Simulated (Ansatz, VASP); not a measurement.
## MoS2: VASP beside Ansatz

```
CELL_PARAMETERS angstrom
3.14936 0.00000 0.00000
-1.57468 2.72742 0.00000
0.00000 0.00000 12.09177
ATOMIC_POSITIONS crystal
Mo 0.33333 0.66667 0.25000
Mo 0.66667 0.33333 0.75000
S 0.32668 0.65336 0.61719
S 0.66001 0.32002 0.11719
S 0.33999 0.67998 0.88281
S 0.67332 0.34664 0.38281
```

Change from the starting cell: mode 10 frozen in at -0.036 Å and mode 16 at -0.040 Å (largest displacements).

Alike in both runs: task single point; functional PBE; dispersion D3(BJ); k mesh 12 × 12 × 4; occupations gaussian, width 0.05 eV; no spin polarisation.

|  | VASP | Ansatz |
| --- | --- | --- |
| version | VASP 6.6.1 | Ansatz 0.2.0 |
| potentials or method | VASP PAW PBE potentials, release 64 (Mo_sv, S), cutoff 520 eV | scalar-relativistic, plane waves, PAW |
| valence electrons in the cell | 52 | 52 |

VASP gave:

| Quantity | Value |
| --- | --- |
| gap on the k mesh at the Fermi level (eV) | 0.76 |
| least direct gap on the mesh (eV) | 1.75 |
| pressure (GPa) | -3.8 |
| traceless stress, the component that is largest in VASP (GPa) | -2.88 |
| rms of the force components (eV/Å) | 0.386 |

Task: Estimate Ansatz's values.

Result: gap on the k mesh at the Fermi level (eV): 0.74; least direct gap on the mesh (eV): 1.74; pressure (GPa): -3.7; traceless stress, the component that is largest in VASP (GPa): -2.85; rms of the force components (eV/Å): 0.381.

Atom by atom the forces differ by 0.005 eV/Å (rms over components).
